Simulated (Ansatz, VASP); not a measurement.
One calculation of LaHg2, two programs

INCAR

```
ALGO     = Normal         # electronic algorithm
EDIFF    = 1E-8           # SCF threshold, eV
ENCUT    = 520            # plane-wave cutoff, eV
ISIF     = 2              # what is computed and relaxed
ISMEAR   = -1             # smearing method
LASPH    = True           # aspherical terms in the spheres
LCHARG   = False          # write CHGCAR
LEFG     = True         
LREAL    = False          # projectors in reciprocal space
LWAVE    = False          # write WAVECAR
NBANDS   = 24             # bands
NELM     = 100            # most SCF steps
PREC     = Accurate       # precision mode
SIGMA    = 0.05           # smearing width, eV
```

Contents of KPOINTS:

```
k-points
0
Gamma
  7 7 8
```

The input POSCAR:

```
LaHg2
1.0
    4.9580000000      0.0000000000      0.0000000000
   -2.4790000000      4.2937539520      0.0000000000
    0.0000000000      0.0000000000      3.6400000000
La Hg
1 2
Direct
    0.0000000000      0.0000000000      0.0000000000
    0.3333333333      0.6666666667      0.5000000000
    0.6666666667      0.3333333333      0.5000000000
```

Input for Ansatz:

```yaml
crystal:
  lattice:
    - [4.958, 0.0, 0.0]
    - [-2.479, 4.293753952, 0.0]
    - [0.0, 0.0, 3.64]
  atoms:
    - { symbol: La, position: [0.0, 0.0, 0.0] }
    - { symbol: Hg, position: [0.3333333333, 0.6666666667, 0.5] }
    - { symbol: Hg, position: [0.6666666667, 0.3333333333, 0.5] }
kpoints:
  mp_grid: { grid: [7, 7, 8] }
scf:
  occupations: { method: fermi_dirac, width: 0.05 }
hamiltonian:
  xc: lda
  pseudopotentials: { kind: paw }
output:
  forces: true
  stress: true
  eigenvalues: true
  efg: { contact_densities: true }
  populations: true
  write_density: true
  write_potential: true
  elf: true
  volumetric_format: npy
```

Change from the starting cell: shortest bond scaled by 1, PAW files.

Alike in both runs: task electric field gradients; functional LDA; k mesh 7 × 7 × 8; occupations fermi-dirac, width 0.05 eV; no spin polarisation.

|  | VASP | Ansatz |
| --- | --- | --- |
| version | VASP 6.6.1 | Ansatz 0.2.0 |
| potentials or method | VASP PAW LDA potentials, release 64 (La, Hg) | PAW with Ansatz's default frozen-core files, scalar-relativistic |
| plane-wave cutoff (eV) | 520 | 420 |
| valence electrons in the cell | 35 | 51 |

|  | VASP | Ansatz | Ansatz less VASP |
| --- | --- | --- | --- |
| pressure (GPa) | -2.6 | -3.0 | -0.43 |
| traceless stress, the component that is largest in VASP (GPa) | -0.70 | -0.41 | +0.291 |
| size of Vzz on the site where it differs most (V/Å²) | 308.8 | 271.6 | -37.17 |

LDA's correlation is that of Perdew and Zunger in VASP and of Perdew and Wang (1992) in Ansatz. VASP's potentials hold 35 valence electrons a cell and Ansatz's 51, so a difference there can come from the potentials and not from the codes.

Neither program's run includes spin-orbit coupling.
